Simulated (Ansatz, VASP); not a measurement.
**Two plane-wave programs on W**

Contents of INCAR:

```
SYSTEM = W
  PREC = Accurate
  ENCUT = 520
  EDIFF = 1E-7
  ISMEAR = 0
  SIGMA = 0.15
  LREAL = .FALSE.
  LASPH = .TRUE.
  NELM = 60
  ALGO = Fast
  ISIF = 2
  LWAVE = .FALSE.
  LCHARG = .TRUE.
  LELF = .TRUE.
  LVHAR = .TRUE.
  NBANDS = 13
```

File KPOINTS:

```
regular mesh
0
G
  22 22 22
  0 0 0
```

The input POSCAR:

```
W
1.0
    0.0000000000      1.9880046366      1.8882068038
    1.9880046366      0.0000000000      1.8882068038
    1.9880046366      1.9880046366      0.0000000000
W
1
Direct
    0.0000000000      0.0000000000      0.0000000000
```

Input for Ansatz:

```yaml
crystal:
  lattice:
    - [0.0, 1.9880046366, 1.8882068038]
    - [1.9880046366, 0.0, 1.8882068038]
    - [1.9880046366, 1.9880046366, 0.0]
  atoms:
    - { symbol: W, position: [0.0, 0.0, 0.0] }
basis:
  ecutwfc: 420
kpoints:
  mp_grid: { grid: [22, 22, 22] }
hamiltonian:
  xc: lda
  pseudopotentials: { kind: paw, azcp: { folder: soft_1 } }
scf:
  occupations: { method: gaussian, width: 0.15 }
output:
  forces: true
  stress: true
  eigenvalues: true
```

Alike in both runs: task single point; functional LDA; k mesh 22 × 22 × 22; occupations gaussian, width 0.15 eV; no spin polarisation.

```csv
,VASP,Ansatz
version,VASP 6.6.1,Ansatz 0.2.0
potentials or method,"VASP PAW LDA potentials, release 64 (W_sv), cutoff 520 eV","scalar-relativistic, plane waves, PAW"
valence electrons in the cell,14,14
```

|  | VASP | Ansatz | Ansatz less VASP |
| --- | --- | --- | --- |
| gap on the k mesh at the Fermi level (eV) | none | none | - |
| pressure (GPa) | 19.1 | 16.9 | -2.14 |
| traceless stress, the component that is largest in VASP (GPa) | -10.88 | -10.87 | +0.011 |

Ansatz warns that its potentials were made for another functional, while VASP's fit it. LDA's correlation is that of Perdew and Zunger in VASP and of Perdew and Wang (1992) in Ansatz. A gap of «none» marks a metal or a gap that the smearing closes.

Spin-orbit coupling is off throughout.
